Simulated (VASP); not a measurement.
Si8O17 (a cell with a defect), 25 atoms in the cell. The cell holds a defect, 25 atoms: a = 8.726 Å, b = 8.726 Å, c = 7.186 Å, α = 65.69°, β = 65.69°, γ = 48.63°. 

```yaml
Program: VASP 6.6.1
Task: single point
Functional: PBE
Potentials_or_basis: VASP PAW PBE potentials, release 64 (Si, O)
Cutoff: 520 eV
k_mesh: 1 × 1 × 1
Occupations: fermi-dirac, width 0.01 eV
Spin: no spin polarisation
Dipole_correction: no
Charge: -2
Further_INCAR_settings: ALGO = Normal; EDIFF = 1e-06; NBANDS = 85; NELECT = 136.0
```

Potentials or basis: VASP PAW PBE potentials, release 64 (Si, O).

Run with:

```bash
$ cat potpaw_PBE.64/Si/POTCAR potpaw_PBE.64/O/POTCAR > POTCAR
$ mpirun -np 1 vasp_gam > vasp.out
```

Hardware: 1 thread of Intel Xeon 8259CL, with other jobs on the host.

Problem. How long does it take, and how much memory?

Solution. Run time: 2.6 min on 1 thread of Intel Xeon 8259CL (shared host), peak memory 0.53 GiB. Counts: scf iterations 18, k points 1.
